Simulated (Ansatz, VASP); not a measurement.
**F: VASP beside Ansatz**

File INCAR:

```
SYSTEM = F
PREC = Accurate ; ENCUT = 520
EDIFF = 1E-6 ; ISMEAR = -1
SIGMA = 0.1 ; LREAL = .FALSE.
LASPH = .TRUE. ; NELM = 100
ALGO = Normal ; ISIF = 2
LWAVE = .FALSE. ; LCHARG = .FALSE.
GGA = PS ; NBANDS = 10
```

File KPOINTS:

```
Automatic mesh
0
G
  20 20 20
  0 0 0
```

Contents of POSCAR:

```
F
1.0
   -1.2064017937      1.2064017937      1.2064017937
    1.2064017937     -1.2064017937      1.2064017937
    1.2064017937      1.2064017937     -1.2064017937
F
1
Direct
    0.0000000000      0.0000000000      0.0000000000
```

Input for Ansatz:

```yaml
crystal:
  lattice:
    - [-1.2064017937, 1.2064017937, 1.2064017937]
    - [1.2064017937, -1.2064017937, 1.2064017937]
    - [1.2064017937, 1.2064017937, -1.2064017937]
  atoms:
    - { symbol: F, position: [0.0, 0.0, 0.0] }
kpoints:
  mp_grid: { grid: [20, 20, 20] }
scf:
  occupations: { method: fermi_dirac, width: 0.1 }
hamiltonian:
  xc: pbesol
  pseudopotentials: { kind: all_electron, lapw: { basis_error: 0.001 } }
output:
  forces: true
  stress: true
  eigenvalues: true
  populations: true
```

Change from the starting cell: volume scaled by 0.76, LAPW.

Alike in both runs: task single point; functional PBEsol; k mesh 20 × 20 × 20; occupations fermi-dirac, width 0.1 eV; no spin polarisation.

|  | VASP | Ansatz |
| --- | --- | --- |
| version | VASP 6.6.1 | Ansatz 0.2.0 |
| potentials or method | VASP PAW PBE potentials, release 64 (F), cutoff 520 eV | all-electron LAPW, scalar-relativistic |

```csv
,VASP,Ansatz,Ansatz less VASP
pressure (GPa),39.0,40.1,+1.14
```

VASP's potentials were made for PBE, not for PBEsol. Both programs put the cell under a high pressure, so it lies far from rest at this level. Ansatz ran all-electron here, and VASP with PAW potentials.
